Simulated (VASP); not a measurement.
# PbF2 (Fm-3m) in VASP: a series of runs

PbF2 is run at these levels: AM05, PBE; tasks: relaxation of cell and atoms, single point.

Program: VASP 6.6.1. These are calculated values, not measurements. Logs are shortened: lines on timing, memory, paths and dates and some standing lists are left out, and cuts for length are marked.

**1. The cell of the first run**

Symmetry: Fm-3m, No. 225, cubic system. The conventional cell has a = 6.044 Å, b = 6.044 Å, c = 6.044 Å, α = 90.00°, β = 90.00°, γ = 90.00°. Within 3.5 Å of Pb (site symmetry m-3m) lie 8 F at 2.62 Å. Within 3.5 Å of F (site symmetry -43m) lie 4 Pb at 2.62 Å and 6 F at 3.02 Å.

**2. Relaxation of cell and atoms, AM05 (18.39 Å³/atom)**

POSCAR

```
PbF2
1.0
    0.0000000000      3.0217857373      3.0217857373
    3.0217857373      0.0000000000      3.0217857373
    3.0217857373      3.0217857373      0.0000000000
Pb F
1 2
Direct
    0.0000000000      0.0000000000      0.0000000000
    0.7500000000      0.7500000000      0.7500000000
    0.2500000000      0.2500000000      0.2500000000
```

INCAR.step1

```
SYSTEM = PbF2
GGA = AM
ISMEAR = 0
SIGMA = 0.03
LWAVE = .FALSE.
LCHARG = .FALSE.
NSW = 80
PREC = Accurate
LASPH = .TRUE.
LREAL = .FALSE.
ALGO = Normal
EDIFF = 1E-7
NELM = 120
GGA_COMPAT = .FALSE.
IBRION = 2
ISIF = 3
EDIFFG = -0.002
NELMIN = 4
ENCUT = 840
EFERMI = MIDGAP
POTIM = 0.5
```

INCAR.step4

```
SYSTEM = PbF2
GGA = AM
ISMEAR = 0
SIGMA = 0.03
LWAVE = .FALSE.
LCHARG = .FALSE.
PREC = Accurate
LASPH = .TRUE.
LREAL = .FALSE.
ALGO = Normal
EDIFF = 1E-7
NELM = 120
GGA_COMPAT = .FALSE.
ISIF = 2
ENCUT = 840
EFERMI = MIDGAP
```

KPOINTS

```
Automatic mesh
0
Gamma
  8 8 8
  0 0 0
```

Potentials or basis: VASP PAW PBE potentials, release 64 (Pb_d, F).

Command:

```bash
> cat potpaw_PBE.64/Pb_d/POTCAR potpaw_PBE.64/F/POTCAR > POTCAR
> cp INCAR.step1 INCAR
> cp POSCAR.step1 POSCAR
> mpirun -np 1 vasp_std > vasp.out
> cp CONTCAR POSCAR
> mpirun -np 1 vasp_std > vasp.out
> cp CONTCAR POSCAR
> mpirun -np 1 vasp_std > vasp.out
> cp CONTCAR POSCAR
> cp INCAR.step4 INCAR
> mpirun -np 1 vasp_std > vasp.out
```

OUTCAR:

```text
SYSTEM = PbF2
   GGA = AM
   ISMEAR = 0
   PREC = Accurate
   LASPH = .TRUE.
   LREAL = .FALSE.
   EDIFF = 1E-7
   NELM = 120
   ISIF = 2
   ENCUT = 840
   EFERMI = MIDGAP

 ion  position               nearest neighbor table
   1  0.000  0.000  0.000-   2 2.57   2 2.57   2 2.57   2 2.57   3 2.57   3 2.57   3 2.57   3 2.57

   2  0.750  0.750  0.750-   1 2.57   1 2.57   1 2.57   1 2.57
   3  0.250  0.250  0.250-   1 2.57   1 2.57   1 2.57   1 2.57

  LATTYP: Found a face centered cubic cell.
 ALAT       =     5.9297606637

  Lattice vectors:

 A1 = (   0.0000000000,   2.9648803318,   2.9648803318)
 A2 = (   2.9648803318,   0.0000000000,   2.9648803318)
 A3 = (   2.9648803318,   2.9648803318,   0.0000000000)

Analysis of symmetry for initial positions (statically):
=====================================================================
 Subroutine PRICEL returns:
 Original cell was already a primitive cell.

 Routine SETGRP: Setting up the symmetry group for a
 face centered cubic supercell.

 Subroutine GETGRP returns: Found 48 space group operations
 (whereof 48 operations were pure point group operations)
 out of a pool of 48 trial point group operations.

The static configuration has the point symmetry O_h .

Analysis of symmetry for dynamics (positions and initial velocities):
=====================================================================
 Subroutine PRICEL returns:
 Original cell was already a primitive cell.

 Routine SETGRP: Setting up the symmetry group for a
 face centered cubic supercell.

 Subroutine GETGRP returns: Found 48 space group operations
 (whereof 48 operations were pure point group operations)
 out of a pool of 48 trial point group operations.

The dynamic configuration has the point symmetry O_h .

 Subroutine INISYM returns: Found 48 space group operations
 (whereof 48 operations are pure point group operations),
 and found     1 'primitive' translations

----------------------------------------------------------------------------------------

                                     Primitive cell

  volume of cell :      52.1257

  direct lattice vectors                    reciprocal lattice vectors
     0.000000000  2.964880332  2.964880332    -0.168640870  0.168640870  0.168640870
     2.964880332  0.000000000  2.964880332     0.168640870 -0.168640870  0.168640870
     2.964880332  2.964880332  0.000000000     0.168640870  0.168640870 -0.168640870

  length of vectors
     4.192973976  4.192973976  4.192973976     0.292094556  0.292094556  0.292094556

  position of ions in fractional coordinates (direct lattice)
     0.000000000  0.000000000  0.000000000
     0.750000000  0.750000000  0.750000000
     0.250000000  0.250000000  0.250000000

  ion indices of the primitive-cell ions
   primitive index   ion index
                 1           1
                 2           2
                 3           3

----------------------------------------------------------------------------------------

 KPOINTS: Automatic mesh

Automatic generation of k-mesh.
 Grid dimensions read from file:
 generate k-points for:    8    8    8

 Generating k-lattice:

  Cartesian coordinates                     Fractional coordinates (reciprocal lattice)
    -0.021080109  0.021080109  0.021080109     0.125000000  0.000000000  0.000000000
     0.021080109 -0.021080109  0.021080109     0.000000000  0.125000000  0.000000000
     0.021080109  0.021080109 -0.021080109     0.000000000  0.000000000  0.125000000

  Length of vectors
     0.036511819  0.036511819  0.036511819

  Shift w.r.t. Gamma in fractional coordinates (k-lattice)
     0.000000000  0.000000000  0.000000000

 Subroutine IBZKPT returns following result:
 ===========================================

 Found     29 irreducible k-points:

 Following reciprocal coordinates:
            Coordinates               Weight
  0.000000  0.000000  0.000000      1.000000
  0.125000  0.000000  0.000000      8.000000
  0.250000  0.000000  0.000000      8.000000
  0.375000  0.000000  0.000000      8.000000
  0.500000  0.000000  0.000000      4.000000
  0.125000  0.125000  0.000000      6.000000
[... 16 lines left out ...]
  0.500000  0.250000  0.125000     48.000000
 -0.375000  0.250000  0.125000     24.000000
 [... further k-points ...]
   k-points           NKPTS =     29   k-points in BZ     NKDIM =     29   number of bands    NBANDS=     18
   number of dos      NEDOS =    301   number of ions     NIONS =      3
   total plane-waves  NPLWV =  64000
   dimension x,y,z NGX =    40 NGY =   40 NGZ =   40
   dimension x,y,z NGXF=    80 NGYF=   80 NGZF=   80
   ions per type =               1   2
   NGX,Y,Z   is equivalent  to a cutoff of  15.86, 15.86, 15.86 a.u.
   NGXF,Y,Z  is equivalent  to a cutoff of  31.72, 31.72, 31.72 a.u.
 SYSTEM =  PbF2
   PREC   = accura    normal or accurate (medium, high low for compatibility)
   ISTART =      0    job   : 0-new  1-cont  2-samecut
   ICHARG =      2    charge: 1-file 2-atom 10-const
   ISPIN  =      1    spin polarized calculation?
   LNONCOLLINEAR =      F non collinear calculations
   LSORBIT =      F    spin-orbit coupling
   LASPH  =      T    aspherical Exc in radial PAW
   ENCUT  =  840.0 eV  61.74 Ry    7.86 a.u.   9.91  9.91  9.91*2*pi/ulx,y,z
   NELM   =    120;   NELMIN=  2; NELMDL=  0     # of ELM steps
   EDIFF  = 0.1E-06   stopping-criterion for ELM
   LREAL  =      F    real-space projection
   EDIFFG = 0.1E-05   stopping-criterion for IOM
   NSW    =      0    number of steps for IOM
   IBRION =     -1    ionic relax: 0-MD 1-quasi-New 2-CG
   NFREE  =      0    steps in history (QN), initial steepest desc. (CG)
   ISIF   =      2    stress and relaxation
   ISYM   =      2    0-nonsym 1-usesym 2-fastsym
   POTIM  = 0.5000    time-step for ionic-motion
   TEBEG  =    0.0;   TEEND  =   0.0 temperature during run

   SCALEE = 1.0000    scale energy and forces
   PSTRESS=    0.0 pullay stress
   NELECT =      28.0000    total number of electrons
   NUPDOWN=      -1.0000    fix difference up-down
   EMIN   =  10.00;   EMAX   =-10.00  energy-range for DOS
   EFERMI =   0.00;   METHOD = MIDGAP
   ISMEAR =     0;   SIGMA  =   0.03  broadening in eV -4-tet -1-fermi 0-gaus
   EFERMI_NEDOS =   21; number of points for ismear=-14 and -15
   IALGO  =     38    algorithm
   IMIX   =      4    mixing-type and parameters
     AMIX     =   0.40;   BMIX     =  1.00
     AMIX_MAG =   1.60;   BMIX_MAG =  1.00
  volume/ion in A,a.u.               =      17.38       117.25
  Fermi-wavevector in a.u.,A,eV,Ry     =   1.330792  2.514833 24.096035  1.771009
  Thomas-Fermi vector in A             =   2.459852
   LORBIT       =      0    0 simple, 1 ext, 2 COOP (PROOUT), +10 PAW based schemes
   GGA     = AM    functional components
   LHFCALC =     F    Hartree Fock is set to
   AEXX    =    0.0000 exact exchange contribution
   IVDW    =     0    specifies the selected vdW correction
   LEPSILON=     F    determine dielectric tensor
   LRPA    =     F    only Hartree local field effects (RPA)

   CSHIFT  =0.1000    complex shift for real part using Kramers Kronig

   OMEGAMAX=  -1.0    maximum frequency
 non-spin polarized calculation
 Gauss-broadening in eV      SIGMA  =   0.03
  energy-cutoff  :      840.00
  volume of cell :       52.13
 maximum number of plane-waves:      2894
   NGX = 19   NGY = 19   NGZ = 19

 number of electron      27.9999998 magnetization

 Free energy of the ion-electron system (eV)
  ---------------------------------------------------
  ext. energy  EPLUGINS =         0.00000000
  ---------------------------------------------------
  free energy    TOTEN  =       -14.39427541 eV

  energy without entropy =      -14.39427541  energy(sigma->0) =      -14.39427541

 E-fermi :   3.9932     XC(G=0):  -9.4471

 val. band max:        1.7889809974   @ k =  -0.2500   0.5000   0.2500
 cond. band min:       6.1973252250   @ k =   0.5000   0.5000   0.0000
 fundamental gap:      4.4083442277
 Fermi energy:         3.9931531112

 k-point     1 :       0.0000    0.0000    0.0000
  band No.  band energies     occupation
      1     -19.0834      2.00000
      2     -18.4440      2.00000
      3     -12.6209      2.00000
      4     -12.6209      2.00000
      5     -12.6209      2.00000
      6     -12.5620      2.00000
[... 10 lines left out ...]
     17       8.5316      0.00000
     18      12.5776      0.00000

 k-point     2 :       0.1250    0.0000    0.0000
  band No.  band energies     occupation
      1     -19.0525      2.00000
      2     -18.4724      2.00000
      3     -12.6146      2.00000
      4     -12.6146      2.00000
      5     -12.5877      2.00000
      6     -12.5619      2.00000
[... 10 lines left out ...]
     17       8.6583      0.00000
     18      13.4600      0.00000

 k-point     3 :       0.2500    0.0000    0.0000
  band No.  band energies     occupation
      1     -18.9710      2.00000
      2     -18.5458      2.00000
      3     -12.6046      2.00000
      4     -12.6046      2.00000
      5     -12.5563      2.00000
      6     -12.5563      2.00000
[... 10 lines left out ...]
     17       8.9684      0.00000
     18      14.7615      0.00000

 k-point     4 :       0.3750    0.0000    0.0000
  band No.  band energies     occupation
      1     -18.8667      2.00000
      2     -18.6393      2.00000
      3     -12.6029      2.00000
      4     -12.6029      2.00000
      5     -12.5422      2.00000
      6     -12.5422      2.00000
[... 375 lines left out ...]
      4     -12.5811      2.00000
      5     -12.5676      2.00000
      6     -12.5388      2.00000
[... 10 lines left out ...]
     17       9.1912      0.00000
     18      13.4808      0.00000

 k-point    23 :       0.5000    0.2500    0.1250
  band No.  band energies     occupation
      1     -18.8303      2.00000
      2     -18.6663      2.00000
      3     -12.5833      2.00000
      4     -12.5759      2.00000
      5     -12.5506      2.00000
      6     -12.5167      2.00000
[... 10 lines left out ...]
     17       9.4108      0.00000
     18      13.0130      0.00000

 k-point    24 :      -0.3750    0.2500    0.1250
  band No.  band energies     occupation
      1     -18.7651      2.00000
      2     -18.7263      2.00000
      3     -12.5832      2.00000
      4     -12.5772      2.00000
      5     -12.5389      2.00000
      6     -12.5075      2.00000
[... 10 lines left out ...]
     17       9.4961      0.00000
     18      12.8341      0.00000

 [... further k-points ...]

------------------------ aborting loop because EDIFF is reached ----------------------------------------

  FORCE on cell =-STRESS in cart. coord.  units (eV):
  Direction    XX          YY          ZZ          XY          YZ          ZX
  --------------------------------------------------------------------------------------
  -------------------------------------------------------------------------------------
  Total       -0.0029708     -0.0029708     -0.0029708      0.0000000      0.0000000     -0.0000000
  in kB       -0.0913134     -0.0913134     -0.0913134      0.0000000      0.0000000     -0.0000000
  external PRESSURE =      -0.0913134 kB  Pullay stress =       0.0000000 kB

 VOLUME and BASIS-vectors are now :
 -----------------------------------------------------------------------------
  energy-cutoff  :      840.00
  volume of cell :       52.13
      direct lattice vectors                 reciprocal lattice vectors
     0.000000000  2.964880332  2.964880332    -0.168640870  0.168640870  0.168640870
     2.964880332  0.000000000  2.964880332     0.168640870 -0.168640870  0.168640870
     2.964880332  2.964880332  0.000000000     0.168640870  0.168640870 -0.168640870

 POSITION                                       TOTAL-FORCE (eV/Angst)
 -----------------------------------------------------------------------------------
      0.00000      0.00000      0.00000         0.000000      0.000000      0.000000
      4.44732      4.44732      4.44732        -0.000000     -0.000000     -0.000000
      1.48244      1.48244      1.48244         0.000000      0.000000      0.000000
 -----------------------------------------------------------------------------------
    total drift:                               -0.000000     -0.000000      0.000000

  FREE ENERGIE OF THE ION-ELECTRON SYSTEM (eV)
  ---------------------------------------------------
  free  energy   TOTEN  =       -14.3942754087 eV

  energy  without entropy=      -14.3942754087  energy(sigma->0) =      -14.39427541
```

Run time: 4.3 min. Hardware: 1 thread of AMD EPYC 9R45 (Zen 5), shared host; peak memory 0.25 GiB.

Results:

```yaml
Free_energy: -14.3943 eV
Relaxed_volume: 17.38 Å³/atom
Relaxed_cell: a = 4.193 Å, b = 4.193 Å, c = 4.193 Å, α = 60.00°, β = 60.00°, γ = 60.00°
Space_group_after_relaxing_to_0.1_Å: Fm-3m (No. 225)
Energy_gained_by_relaxing: 11.4 meV/atom
Ionic_steps: 8
Pressure_after_relaxing: 0.0 GPa
Band_gap_on_the_k_mesh: 4.41 eV (least direct gap 4.55 eV)
```

The path:
| step | energy change (eV) | largest force (eV/Å) | pressure (GPa) | volume (Å³) |
| --- | --- | --- | --- | --- |
| 1 | 0.0000 | 0.0000 | -3.55 | 55.18 |
| 2 | -0.0354 | 0.0000 | 0.20 | 51.99 |
| 3 | -0.0355 | 0.0000 | -0.01 | 52.14 |
| 4 | -0.0343 | 0.0000 | -0.03 | 52.14 |
| 5 | -0.0343 | 0.0000 | 0.06 | 52.11 |
| 6 | -0.0343 | 0.0000 | -0.02 | 52.13 |
| 7 | -0.0343 | 0.0000 | -0.02 | 52.13 |
| 8 | -0.0343 | 0.0000 | -0.01 | 52.13 |

Final structure:
```
CELL_PARAMETERS angstrom
0.00000 2.96488 2.96488
2.96488 0.00000 2.96488
2.96488 2.96488 0.00000
ATOMIC_POSITIONS crystal
Pb 0.00000 0.00000 0.00000
F 0.75000 0.75000 0.75000
F 0.25000 0.25000 0.25000
```

Levels at points of the mesh, in eV from the valence-band top:
```tsv
k point	band 12	band 13	band 14	band 15	band 16	band 17
(0.00, 0.00, 0.00)	-1.95	-1.95	-1.95	6.74	6.74	6.74
(0.50, 0.00, 0.00)	-2.12	-2.12	-0.02	5.06	7.63	7.63
(0.50, 0.50, 0.00)	-1.53	-1.53	-0.15	4.41	7.88	7.88
```

Caveat: the PAW data sets were made with another functional, which shifts forces and pressure a little; spin-orbit coupling is left out, which moves the levels of the heavy elements.

(Part 1 of 2 ends here.)
